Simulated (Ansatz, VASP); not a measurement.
# GaP in VASP and in Ansatz

```
Ga P
1.0
     0.00000    2.72541    2.72541
     2.72541    0.00000    2.72541
     2.72541    2.72541    0.00000
Ga P
1 1
Direct
  0.00000 0.00000 0.00000
  0.25000 0.25000 0.25000
```

Alike in both runs: task single point; functional r2SCAN; k mesh 8 × 8 × 8; no spin polarisation.

```csv
,VASP,Ansatz
version,VASP 6.6.1,Ansatz 0.2.0
potentials or method,"VASP PAW PBE potentials, release 64 (Ga_d, P)","plane waves, PAW"
plane-wave cutoff (eV),520,500
occupations,"gaussian, width 0.01 eV",fixed
valence electrons in the cell,18,18
```

VASP gave:

* gap on the k mesh at the Fermi level (eV): 1.90
* pressure (GPa): 0.0

Estimate Ansatz's values.

gap on the k mesh at the Fermi level (eV): 1.89; pressure (GPa): 0.0.

VASP's potentials were made for PBE, not for r2SCAN.
